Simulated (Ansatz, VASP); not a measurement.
**CsPbCl3 in VASP and in Ansatz**

The input INCAR:

```
SYSTEM = CsPbCl3
PREC     = Accurate       ! precision mode
ENCUT    = 520            ! plane-wave cutoff, eV
EDIFF    = 1E-7           ! SCF threshold, eV
ISMEAR   = 0              ! smearing method
SIGMA    = 0.05           ! smearing width, eV
LREAL    = .FALSE.        ! projectors in reciprocal space
LASPH    = .TRUE.         ! aspherical terms in the spheres
NELM     = 80             ! most SCF steps
ALGO     = Normal         ! electronic algorithm
ISIF     = 2              ! what is computed and relaxed
LWAVE    = .FALSE.        ! write WAVECAR
LCHARG   = .TRUE.         ! write CHGCAR
GGA      = PE             ! functional
LELF     = .TRUE.         ! ELF
LVHAR    = .TRUE.       
NBANDS   = 30             ! bands
```

File KPOINTS:

```
Automatic mesh
0
G
  6 6 6
  0 0 0
```

File POSCAR:

```
CsPbCl3
1.0
    5.7356751395      0.0000000000      0.0000000000
    0.0000000000      5.7356751395      0.0000000000
    0.0000000000      0.0000000000      5.6209616367
Cs Pb Cl
1 1 3
Direct
    0.0000000000      0.0000000000      0.0000000000
    0.5000000000      0.5000000000      0.5000000000
    0.0000000000      0.5000000000      0.5000000000
    0.5000000000      0.5000000000      0.0000000000
    0.5000000000      0.0000000000      0.5000000000
```

Input for Ansatz:

```yaml
crystal:
  lattice:
    - [5.7356751395, 0.0, 0.0]
    - [0.0, 5.7356751395, 0.0]
    - [0.0, 0.0, 5.6209616367]
  atoms:
    - { symbol: Cs, position: [0.0, 0.0, 0.0] }
    - { symbol: Pb, position: [0.5, 0.5, 0.5] }
    - { symbol: Cl, position: [0.0, 0.5, 0.5] }
    - { symbol: Cl, position: [0.5, 0.5, 0.0] }
    - { symbol: Cl, position: [0.5, 0.0, 0.5] }
basis:
  ecutwfc: 420
  ecutrho_ratio: 4
kpoints:
  mp_grid: { grid: [6, 6, 6] }
hamiltonian:
  xc: pbe
scf:
  occupations: { method: gaussian, width: 0.05 }
output:
  forces: true
  stress: true
  eigenvalues: true
```

Change from the starting cell: strain e3 = -0.02, atoms carried along.

Alike in both runs: task single point; functional PBE; k mesh 6 × 6 × 6; occupations gaussian, width 0.05 eV; no spin polarisation.

|  | VASP | Ansatz |
| --- | --- | --- |
| version | VASP 6.6.1 | Ansatz 0.2.0 |
| potentials or method | VASP PAW PBE potentials, release 64 (Cs_sv, Pb_d, Cl), cutoff 520 eV | scalar-relativistic, plane waves, PAW |
| valence electrons in the cell | 44 | 44 |

Ansatz gave:

| Item | Value |
| --- | --- |
| gap on the k mesh at the Fermi level (eV) | 2.08 |
| least direct gap on the mesh (eV) | 2.08 |
| pressure (GPa) | 0.5 |
| traceless stress, the component that is largest in VASP (GPa) | 0.63 |

Task: Which values does VASP return?

Result: gap on the k mesh at the Fermi level (eV): 2.09; least direct gap on the mesh (eV): 2.09; pressure (GPa): 0.4; traceless stress, the component that is largest in VASP (GPa): 0.63.

Neither program's run includes spin-orbit coupling.
